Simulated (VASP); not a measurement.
# SbP: density of states with PBE

Sheet: SbP, a sheet with vacuum.

```
CELL_PARAMETERS angstrom
3.73342 0.00000 0.00000
-1.86671 3.23323 0.00000
0.00000 0.00000 26.83690
ATOMIC_POSITIONS crystal
Sb 0.66667 0.33333 0.32480
P 0.33333 0.66667 0.27139
```

- Program: VASP 6.6.1
- Task: density of states
- Functional: PBE
- Potentials or basis: VASP PAW PBE potentials, release 64 (Sb, P)
- Cutoff: 520 eV
- k mesh: 12 × 12 × 1
- Occupations: gaussian, width 0.02 eV
- Spin: no spin polarisation
- Dipole correction: yes
- k mesh for the DOS: 18 × 18 × 1
- Occupations for the DOS: tetrahedron
- Further INCAR settings: ALGO = Normal; EDIFF = 1e-06

```yaml
Valence_electrons_inside_the_program's_atomic_spheres: Sb 2.40; P 2.44
```

Levels at points of the mesh, in eV from the valence-band top:
```csv
k point,band 2,band 3,band 4,band 5,band 6,band 7,band 8,band 9
"(0.00, 0.00, 0.00)",-6.09,-0.30,0.00,0.00,2.32,3.69,3.69,4.77
"(0.50, 0.00, 0.00)",-7.90,-2.90,-1.67,-1.19,1.95,3.25,4.53,5.98
```

Run time: 2.5 min on 1 thread of AMD EPYC 7R13 Processor (Zen 3) (shared host), peak memory 0.4 GiB.

Caveat: spin-orbit coupling is left out, which moves the levels of the heavy elements.
